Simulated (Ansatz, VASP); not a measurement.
**I in VASP and in Ansatz**

```
I
1.0
     3.34350    0.00000    0.00000
     0.00000    3.34350    0.00000
     0.00000    0.00000    3.34350
I
1
Direct
  0.00000 0.00000 0.00000
```

Change from the starting cell: volume scaled by 1, PAW files.

Alike in both runs: task single point; functional LDA; k mesh 13 × 13 × 13; occupations fermi-dirac, width 0.05 eV; no spin polarisation.

|  | VASP | Ansatz |
| --- | --- | --- |
| version | VASP 6.6.1 | Ansatz 0.2.0 |
| potentials or method | VASP PAW LDA potentials, release 64 (I) | PAW with Ansatz's default frozen-core files, scalar-relativistic |
| plane-wave cutoff (eV) | 520 | 420 |
| valence electrons in the cell | 7 | 17 |

|  | VASP | Ansatz | Ansatz less VASP |
| --- | --- | --- | --- |
| pressure (GPa) | 0.0 | 0.0 | 0.00 |

LDA's correlation is that of Perdew and Zunger in VASP and of Perdew and Wang (1992) in Ansatz. VASP's potentials hold 7 valence electrons a cell and Ansatz's 17, so a difference there can come from the potentials and not from the codes.

Spin-orbit coupling is off throughout.
